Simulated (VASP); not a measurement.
# MoS2 (P6_3/mmc) in VASP: notebook, part 2 of 2

VASP 6.6.1. Earlier steps stand in the parts before.

### 3 Electric field gradients, PBE (zz strain of +3 %)

Contents of INCAR:

```
SYSTEM = MoS2
  ALGO = Normal
  EDIFF = 1E-8
  ENCUT = 520
  GGA = PE
  ISIF = 2
  ISMEAR = -1
  LASPH = .TRUE.
  LCHARG = .FALSE.
  LEFG = .TRUE.
  LREAL = .FALSE.
  LWAVE = .FALSE.
  NBANDS = 35
  NELM = 60
  PREC = Accurate
  SIGMA = 0.03
```

Contents of KPOINTS:

```
k-points
0
G
  10 10 3
  0 0 0
```

Contents of POSCAR:

```
MoS2
1.0
    3.1610016016      0.0000000000      0.0000000000
   -1.5805008008      2.7375076884      0.0000000000
    0.0000000000      0.0000000000     12.6638500000
Mo S
2 4
Direct
    0.3333333333      0.6666666667      0.2500000000
    0.6666666667      0.3333333333      0.7500000000
    0.3333333333      0.6666666667      0.6275000000
    0.6666666667      0.3333333333      0.1275000000
    0.3333333333      0.6666666667      0.8725000000
    0.6666666667      0.3333333333      0.3725000000
```

Potentials or basis: VASP PAW PBE potentials, release 64 (Mo_sv, S).

Launch:

```console
cat potpaw_PBE.64/Mo_sv/POTCAR potpaw_PBE.64/S/POTCAR > POTCAR
mpirun -np 1 vasp_std > vasp.out
```

OUTCAR:

```text
SYSTEM = MoS2
   EDIFF = 1E-8
   ENCUT = 520
   GGA = PE
   ISIF = 2
   ISMEAR = -1
   LASPH = .TRUE.
   LREAL = .FALSE.
   NELM = 60
   PREC = Accurate

 ion  position               nearest neighbor table
   1  0.333  0.667  0.250-   4 2.40   6 2.40   4 2.40   6 2.40   4 2.40   6 2.40
   2  0.667  0.333  0.750-   3 2.40   5 2.40   3 2.40   5 2.40   3 2.40   5 2.40
   3  0.333  0.667  0.627-   2 2.40   2 2.40   2 2.40
   4  0.667  0.333  0.127-   1 2.40   1 2.40   1 2.40
   5  0.333  0.667  0.873-   2 2.40   2 2.40   2 2.40
   6  0.667  0.333  0.373-   1 2.40   1 2.40   1 2.40

  LATTYP: Found a hexagonal cell.
 ALAT       =     3.1610016016
 C/A-ratio  =     4.0062776285

  Lattice vectors:

 A1 = (   3.1610016016,   0.0000000000,   0.0000000000)
 A2 = (  -1.5805008008,   2.7375076884,   0.0000000000)
 A3 = (   0.0000000000,   0.0000000000,  12.6638500000)

Analysis of symmetry for initial positions (statically):
=====================================================================
 Subroutine PRICEL returns:
 Original cell was already a primitive cell.

 Routine SETGRP: Setting up the symmetry group for a
 hexagonal supercell.

 Subroutine GETGRP returns: Found 24 space group operations
 (whereof 12 operations were pure point group operations)
 out of a pool of 24 trial point group operations.

The static configuration has the point symmetry D_3d.
 The point group associated with its full space group is D_6h.

Analysis of symmetry for dynamics (positions and initial velocities):
=====================================================================
 Subroutine PRICEL returns:
 Original cell was already a primitive cell.

[... 1091 lines left out ...]
  Total        2.2381454      2.2381454      2.8714100      0.0000000      0.0000000      0.0000000
  in kB       32.7229956     32.7229956     41.9816944      0.0000000      0.0000000      0.0000000
  external PRESSURE =      35.8092286 kB  Pullay stress =       0.0000000 kB

 VOLUME and BASIS-vectors are now :
 -----------------------------------------------------------------------------
  energy-cutoff  :      520.00
  volume of cell :      109.58
      direct lattice vectors                 reciprocal lattice vectors
     3.161001602  0.000000000  0.000000000     0.316355423  0.182647889  0.000000000
    -1.580500801  2.737507688  0.000000000     0.000000000  0.365295778  0.000000000
     0.000000000  0.000000000 12.663850000     0.000000000  0.000000000  0.078964928

 POSITION                                       TOTAL-FORCE (eV/Angst)
 -----------------------------------------------------------------------------------
     -0.00000      1.82501      3.16596         0.000000      0.000000      0.000000
      1.58050      0.91250      9.49789         0.000000     -0.000000      0.000000
     -0.00000      1.82501      7.94657        -0.000000     -0.000000     -0.290384
      1.58050      0.91250      1.61464         0.000000      0.000000     -0.290384
     -0.00000      1.82501     11.04921        -0.000000     -0.000000      0.290384
      1.58050      0.91250      4.71728         0.000000      0.000000      0.290384
 -----------------------------------------------------------------------------------
    total drift:                                0.000000     -0.000000      0.000000

  FREE ENERGIE OF THE ION-ELECTRON SYSTEM (eV)
  ---------------------------------------------------
  free  energy   TOTEN  =       -43.6401006998 eV

  energy  without entropy=      -43.6401006995  energy(sigma->0) =      -43.64010070

 Electric field gradients (V/A^2)
---------------------------------------------------------------------
 ion       V_xx      V_yy      V_zz      V_xy      V_xz      V_yz
---------------------------------------------------------------------
   1      40.787    40.786   -81.573    -0.001    -0.000     0.000
   2      40.787    40.786   -81.573    -0.001     0.000    -0.000
   3      27.663    27.663   -55.326     0.000     0.000    -0.000
   4      27.663    27.663   -55.326     0.000    -0.000     0.000
   5      27.663    27.663   -55.326     0.000    -0.000     0.000
   6      27.663    27.663   -55.326     0.000     0.000    -0.000
---------------------------------------------------------------------

 Electric field gradients after diagonalization (V/A^2)
 (convention: |V_zz| > |V_xx| > |V_yy|)
----------------------------------------------------------------------
 ion       V_xx      V_yy      V_zz     asymmetry (V_yy - V_xx)/ V_zz
----------------------------------------------------------------------
   1      40.787    40.785   -81.573       0.000
   2      40.787    40.785   -81.573       0.000
   3      27.664    27.663   -55.326       0.000
   4      27.664    27.663   -55.326       0.000
   5      27.664    27.663   -55.326       0.000
   6      27.664    27.663   -55.326       0.000
----------------------------------------------------------------------

           NMR quadrupolar parameters

 Cq : quadrupolar parameter    Cq=e*Q*V_zz/h
 eta: asymmetry parameters     (V_yy - V_xx)/ V_zz
 Q  : nuclear electric quadrupole moment in mb (millibarn)
----------------------------------------------------------------------
 ion       Cq(MHz)       eta       Q (mb)
----------------------------------------------------------------------
   1      -0.197       0.000       1.000
   2      -0.197       0.000       1.000
   3      -0.134       0.000       1.000
   4      -0.134       0.000       1.000
   5      -0.134       0.000       1.000
   6      -0.134       0.000       1.000
----------------------------------------------------------------------
```

OSZICAR:

```text
N       E                     dE             d eps       ncg     rms          rms(c)
DAV:   1     0.449535977042E+03    0.44954E+03   -0.29192E+04  2136   0.141E+03
DAV:   2    -0.236035288124E+02   -0.47314E+03   -0.45813E+03  2401   0.367E+02
DAV:   3    -0.461009185138E+02   -0.22497E+02   -0.22125E+02  2402   0.740E+01
DAV:   4    -0.465471823093E+02   -0.44626E+00   -0.44478E+00  2340   0.106E+01
DAV:   5    -0.465564114773E+02   -0.92292E-02   -0.92263E-02  2317   0.151E+00    0.349E+01
DAV:   6    -0.443773428705E+02    0.21791E+01   -0.12222E+01  2148   0.223E+01    0.128E+01
DAV:   7    -0.439906329773E+02    0.38671E+00   -0.54250E+00  2110   0.143E+01    0.827E+00
DAV:   8    -0.436382046257E+02    0.35243E+00   -0.82953E-01  2144   0.617E+00    0.291E+00
DAV:   9    -0.436475654006E+02   -0.93608E-02   -0.97306E-02  2263   0.154E+00    0.129E+00
DAV:  10    -0.436401374536E+02    0.74279E-02   -0.31349E-02  2175   0.119E+00    0.400E-01
DAV:  11    -0.436402597153E+02   -0.12226E-03   -0.17834E-03  2183   0.228E-01    0.222E-01
DAV:  12    -0.436400886507E+02    0.17106E-03   -0.51145E-04  2194   0.132E-01    0.106E-01
DAV:  13    -0.436400953188E+02   -0.66681E-05   -0.16607E-04  2288   0.626E-02    0.907E-03
DAV:  14    -0.436400997242E+02   -0.44054E-05   -0.12492E-05  2231   0.163E-02    0.172E-02
DAV:  15    -0.436401005551E+02   -0.83094E-06   -0.86828E-07  2013   0.418E-03    0.110E-02
DAV:  16    -0.436401006928E+02   -0.13762E-06   -0.69276E-07  2226   0.472E-03    0.435E-03
DAV:  17    -0.436401006998E+02   -0.69949E-08   -0.44777E-08  2074   0.125E-03
   1 F= -.43640101E+02 E0= -.43640101E+02  d E =-.221377E-09
```

stdout:

```text
POSCAR found type information on POSCAR MoS
 POSCAR found :  2 types and       6 ions
 scaLAPACK will be used
 LDA part: xc-table for (Slater+PW92), standard interpolation
 POSCAR, INCAR and KPOINTS ok, starting setup
 FFT: planning ... GRIDC
 FFT: planning ... GRID_SOFT
 FFT: planning ... GRID
 WAVECAR not read
 entering main loop
ion   1

ion   2

ion   3

ion   4

ion   5

ion   6
```

It took 2.3 min on 1 thread of Intel Xeon 8259CL, shared host; peak memory 0.27 GiB.

What came out:

```
Free energy                             : -43.6401 eV
Pressure                                : 3.6 GPa
Largest force                           : 0.290 eV/Å
Band gap on the k mesh                  : 1.11 eV (least direct gap 1.91 eV)
Largest electric field gradient by atom : Mo -81.6; S -55.3 V/Å²
```

Forces on the atoms (eV/Å):
```
Mo   0.000  0.000  0.000
Mo   0.000  0.000  0.000
S    0.000  0.000 -0.290
S    0.000  0.000 -0.290
S    0.000  0.000  0.290
S    0.000  0.000  0.290
```

Stress tensor (GPa, compression positive):
```
3.27 0.00 0.00
0.00 3.27 0.00
0.00 0.00 4.20
```

Electric field gradients, principal values (V/Å²):
```csv
atom,least,middle,greatest (by size)
1 Mo,40.785,40.787,-81.573
2 Mo,40.785,40.787,-81.573
3 S,27.663,27.664,-55.326
4 S,27.663,27.664,-55.326
5 S,27.663,27.664,-55.326
6 S,27.663,27.664,-55.326
```

Caveat: the cell differs from its parent crystal (zz strain of +3 %); the cell stands under pressure; without QUAD_EFG the Cq values of the log hold for a quadrupole moment of 1 mb, not for the nuclei; this functional lacks dispersion, which binds layers or chains, so the pressure and a relaxed spacing across them are unreliable.

### 4 Electric field gradients, PBE (18.09 Å³/atom)

This run uses another cell than the first one, of 18.09 Å³/atom.

Contents of INCAR:

```
SYSTEM = MoS2
PREC     = Accurate       ! precision mode
ENCUT    = 520            ! plane-wave cutoff, eV
EDIFF    = 1E-8           ! SCF threshold, eV
ISMEAR   = -1             ! smearing method
SIGMA    = 0.03           ! smearing width, eV
LREAL    = .FALSE.        ! projectors in reciprocal space
LASPH    = .TRUE.         ! aspherical terms in the spheres
NELM     = 100            ! most SCF steps
ALGO     = Normal         ! electronic algorithm
ISIF     = 2              ! what is computed and relaxed
LWAVE    = .FALSE.        ! write WAVECAR
LCHARG   = .FALSE.        ! write CHGCAR
GGA      = PE             ! functional
LEFG     = .TRUE.       
NBANDS   = 35             ! bands
```

Contents of KPOINTS:

```
regular mesh
0
G
  10 10 3
  0 0 0
```

Edit POSCAR of step 3 so:

```diff
@@ -2,5 +2,5 @@
 1.0
-    3.1610016016      0.0000000000      0.0000000000
-   -1.5805008008      2.7375076884      0.0000000000
-    0.0000000000      0.0000000000     12.6638500000
+    3.1819359971      0.0000000000      0.0000000000
+   -1.5909679986      2.7556374067      0.0000000000
+    0.0000000000      0.0000000000     12.3764262140
 Mo S
```

Potentials or basis: VASP PAW PBE potentials, release 64 (Mo_sv, S).

Launch:

```console
cat potpaw_PBE.64/Mo_sv/POTCAR potpaw_PBE.64/S/POTCAR > POTCAR
mpirun -np 1 vasp_std > vasp.out
```

OUTCAR:

```text
SYSTEM = MoS2
   PREC = Accurate
   ENCUT = 520
   EDIFF = 1E-8
   ISMEAR = -1
   LREAL = .FALSE.
   LASPH = .TRUE.
   NELM = 100
   ISIF = 2
   GGA = PE

 ion  position               nearest neighbor table
   1  0.333  0.667  0.250-   4 2.38   6 2.38   4 2.38   6 2.38   4 2.38   6 2.38
   2  0.667  0.333  0.750-   3 2.38   5 2.38   3 2.38   5 2.38   3 2.38   5 2.38
   3  0.333  0.667  0.627-   2 2.38   2 2.38   2 2.38
   4  0.667  0.333  0.127-   1 2.38   1 2.38   1 2.38
   5  0.333  0.667  0.873-   2 2.38   2 2.38   2 2.38
   6  0.667  0.333  0.373-   1 2.38   1 2.38   1 2.38

  LATTYP: Found a hexagonal cell.
 ALAT       =     3.1819359971
 C/A-ratio  =     3.8895899306

  Lattice vectors:

 A1 = (   3.1819359971,   0.0000000000,   0.0000000000)
 A2 = (  -1.5909679986,   2.7556374067,   0.0000000000)
 A3 = (   0.0000000000,   0.0000000000,  12.3764262140)

Analysis of symmetry for initial positions (statically):
=====================================================================
 Subroutine PRICEL returns:
 Original cell was already a primitive cell.

 Routine SETGRP: Setting up the symmetry group for a
 hexagonal supercell.

 Subroutine GETGRP returns: Found 24 space group operations
 (whereof 12 operations were pure point group operations)
 out of a pool of 24 trial point group operations.

The static configuration has the point symmetry D_3d.
 The point group associated with its full space group is D_6h.

Analysis of symmetry for dynamics (positions and initial velocities):
=====================================================================
 Subroutine PRICEL returns:
 Original cell was already a primitive cell.

[... 1091 lines left out ...]
  Total        2.2743883      2.2743883      6.4378822     -0.0000000      0.0000000     -0.0000000
  in kB       33.5788968     33.5788968     95.0484057     -0.0000000      0.0000000     -0.0000000
  external PRESSURE =      54.0687331 kB  Pullay stress =       0.0000000 kB

 VOLUME and BASIS-vectors are now :
 -----------------------------------------------------------------------------
  energy-cutoff  :      520.00
  volume of cell :      108.52
      direct lattice vectors                 reciprocal lattice vectors
     3.181935997  0.000000000  0.000000000     0.314274077  0.181446223  0.000000000
    -1.590967999  2.755637407  0.000000000     0.000000000  0.362892446  0.000000000
     0.000000000  0.000000000 12.376426214     0.000000000  0.000000000  0.080798769

 POSITION                                       TOTAL-FORCE (eV/Angst)
 -----------------------------------------------------------------------------------
     -0.00000      1.83709      3.09411         0.000000      0.000000     -0.000000
      1.59097      0.91855      9.28232         0.000000     -0.000000     -0.000000
     -0.00000      1.83709      7.76621         0.000000      0.000000     -0.836994
      1.59097      0.91855      1.57799         0.000000      0.000000     -0.836994
     -0.00000      1.83709     10.79843        -0.000000     -0.000000      0.836994
      1.59097      0.91855      4.61022         0.000000      0.000000      0.836994
 -----------------------------------------------------------------------------------
    total drift:                               -0.000000      0.000000     -0.000000

  FREE ENERGIE OF THE ION-ELECTRON SYSTEM (eV)
  ---------------------------------------------------
  free  energy   TOTEN  =       -43.5625493211 eV

  energy  without entropy=      -43.5625493079  energy(sigma->0) =      -43.56254931

 Electric field gradients (V/A^2)
---------------------------------------------------------------------
 ion       V_xx      V_yy      V_zz      V_xy      V_xz      V_yz
---------------------------------------------------------------------
   1      45.557    45.556   -91.114    -0.001     0.000    -0.000
   2      45.557    45.556   -91.114    -0.001    -0.000     0.000
   3      30.232    30.232   -60.464     0.001     0.000    -0.000
   4      30.232    30.232   -60.464     0.001    -0.000     0.000
   5      30.232    30.232   -60.464     0.001    -0.000     0.000
   6      30.232    30.232   -60.464     0.001     0.000    -0.000
---------------------------------------------------------------------

 Electric field gradients after diagonalization (V/A^2)
 (convention: |V_zz| > |V_xx| > |V_yy|)
----------------------------------------------------------------------
 ion       V_xx      V_yy      V_zz     asymmetry (V_yy - V_xx)/ V_zz
----------------------------------------------------------------------
   1      45.558    45.556   -91.114       0.000
   2      45.558    45.556   -91.114       0.000
   3      30.233    30.231   -60.464       0.000
   4      30.233    30.231   -60.464       0.000
   5      30.233    30.231   -60.464       0.000
   6      30.233    30.231   -60.464       0.000
----------------------------------------------------------------------

           NMR quadrupolar parameters

 Cq : quadrupolar parameter    Cq=e*Q*V_zz/h
 eta: asymmetry parameters     (V_yy - V_xx)/ V_zz
 Q  : nuclear electric quadrupole moment in mb (millibarn)
----------------------------------------------------------------------
 ion       Cq(MHz)       eta       Q (mb)
----------------------------------------------------------------------
   1      -0.220       0.000       1.000
   2      -0.220       0.000       1.000
   3      -0.146       0.000       1.000
   4      -0.146       0.000       1.000
   5      -0.146       0.000       1.000
   6      -0.146       0.000       1.000
----------------------------------------------------------------------
```

Run time: 2.8 min. Hardware: 1 thread of Intel Xeon 8259CL, shared host; peak memory 0.27 GiB.

What came out:

```
Free energy                             : -43.5625 eV
Pressure                                : 5.4 GPa
Largest force                           : 0.837 eV/Å
Band gap on the k mesh                  : 0.88 eV (least direct gap 1.83 eV)
Largest electric field gradient by atom : Mo -91.1; S -60.5 V/Å²
```

Forces on the atoms (eV/Å):
```
Mo   0.000  0.000  0.000
Mo   0.000  0.000  0.000
S    0.000  0.000 -0.837
S    0.000  0.000 -0.837
S    0.000  0.000  0.837
S    0.000  0.000  0.837
```

Electric field gradients, principal values (V/Å²):
```tsv
atom	least	middle	greatest (by size)
1 Mo	45.556	45.558	-91.114
2 Mo	45.556	45.558	-91.114
3 S	30.231	30.233	-60.464
4 S	30.231	30.233	-60.464
5 S	30.231	30.233	-60.464
6 S	30.231	30.233	-60.464
```

Caveat: the stress differs along the axes, from 3 to 10 GPa; without QUAD_EFG the Cq values of the log hold for a quadrupole moment of 1 mb, not for the nuclei; this functional lacks dispersion, which binds layers or chains, so the pressure and a relaxed spacing across them are unreliable. A k mesh can miss the band edges.

### 5 Overview

```tsv
cell	gap on the mesh (eV)	pressure (GPa)	largest force (eV/Å)
a = 3.161, b = 3.161, c = 12.049 Å, angles 90.0, 90.0, 120.0°, 6 atoms	0.62	12.6	1.86
a = 3.161, b = 3.161, c = 12.664 Å, angles 90.0, 90.0, 120.0°, 6 atoms	1.11	3.6	0.29
a = 3.182, b = 3.182, c = 12.376 Å, angles 90.0, 90.0, 120.0°, 6 atoms	0.88	5.4	0.84
```

Alike in all rows: task electric field gradients; level PBE; potentials or basis VASP PAW PBE potentials, release 64 (Mo_sv, S); no spin polarisation; k mesh 10 × 10 × 3; cutoff (eV) 520; smearing fermi-dirac 0.03 eV.

Caveats: this functional lacks dispersion, which binds layers or chains, so the pressure and a relaxed spacing across them are unreliable; the stress differs along the axes, from 9 to 20 GPa (at least some runs); semilocal functionals underestimate gaps, and a narrow one can read as zero (at least some runs); forces of over 1 eV/Å act on the atoms, so gaps and moduli don't describe the material at rest (at least some runs); the cell stands under pressure (at least some runs); the stress differs along the axes, from 3 to 10 GPa (at least some runs).

Total energies depend on the potentials used, so only differences within one code and one set of settings carry meaning.
